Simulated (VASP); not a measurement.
ZrS:

```
Zr S
1.0
     0.00000    2.62500    2.62500
     2.62500    0.00000    2.62500
     2.62500    2.62500    0.00000
Zr S
1 1
Direct
  0.00000 0.00000 0.00000
  0.50000 0.50000 0.50000
```

Base run:

```yaml
Program: VASP 6.6.1
Functional: r2SCAN
Dispersion: D3(BJ)
Potentials_or_basis: VASP PAW PBE potentials, release 64 (Zr_sv, S)
Cutoff: 520 eV
k_mesh: 10 × 10 × 10
Occupations: fermi-dirac, width 0.5 eV
Spin: no spin polarisation
```

Its results: band gap on the k mesh zero (band 9 reaches 12.50 eV, above the bottom of band 10 at 9.56 eV); pressure -0.8 GPa.

Problem. The run is repeated on the same cell with these changes: occupations from fermi-dirac, width 0.5 eV to fermi-dirac, width 0.3 eV. What comes out?

Solution. Band gap on the k mesh zero (band 9 reaches 12.45 eV, above the bottom of band 10 at 9.53 eV); pressure -3.0 GPa.

Caveats: three body term missing; the PAW data sets were made with another functional, which shifts forces and pressure a little; pairwise dispersion overbinds metals, which lowers pressure and volume.
